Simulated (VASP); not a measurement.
## Ga3As: single point with PBE

Crystal: Ga3As.

```xyz
4
Lattice="-2.0791 2.0791 4.6443 2.0791 -2.0791 4.6443 2.0791 2.0791 -4.6443" Properties=species:S:1:pos:R:3 pbc="T T T"
Ga    0.0000    0.0000    4.6443
Ga    2.0791    0.0000    2.3222
Ga    0.0000    2.0791    2.3222
As    0.0000    0.0000    0.0000
```

* Program: VASP 6.6.1
* Task: single point
* Functional: PBE
* Potentials or basis: VASP PAW PBE potentials, release 64 (Ga_d, As)
* Cutoff: 520 eV
* k mesh: 6 × 6 × 6
* Occupations: gaussian, width 0.1 eV
* Spin: no spin polarisation

| Quantity | Value |
| --- | --- |
| Pressure | -1.1 GPa |
| Band gap on the k mesh | zero (bands 22 and 23 overlap by 3.23 eV) |

Stress tensor (GPa, compression positive):
```
-0.78  0.00  0.00
 0.00 -0.78  0.00
 0.00  0.00 -1.84
```

Levels at points of the mesh, in eV from the Fermi level:
```csv
k point,band 18,band 19,band 20,band 21,band 22,band 23,band 24,band 25,band 26,band 27
"(0.00, 0.00, 0.00)",-3.95,-2.78,-1.85,-1.85,-1.16,-0.08,-0.08,0.98,1.75,4.99
"(0.50, 0.00, 0.00)",-5.76,-4.96,-1.07,-0.31,-0.16,0.85,1.17,3.13,3.44,3.76
"(0.50, 0.50, 0.00)",-5.63,-4.91,-4.68,-4.17,-0.53,-0.13,0.08,1.39,6.13,6.45
"(0.50, 0.50, 0.50)",-4.23,-2.91,-2.91,-1.79,1.39,2.52,2.52,4.07,4.74,4.91
```

It took 56 s on 1 thread of Intel(R) Xeon(R) 6975P-C (Granite Rapids), with other jobs on the host, peak memory 0.28 GiB.
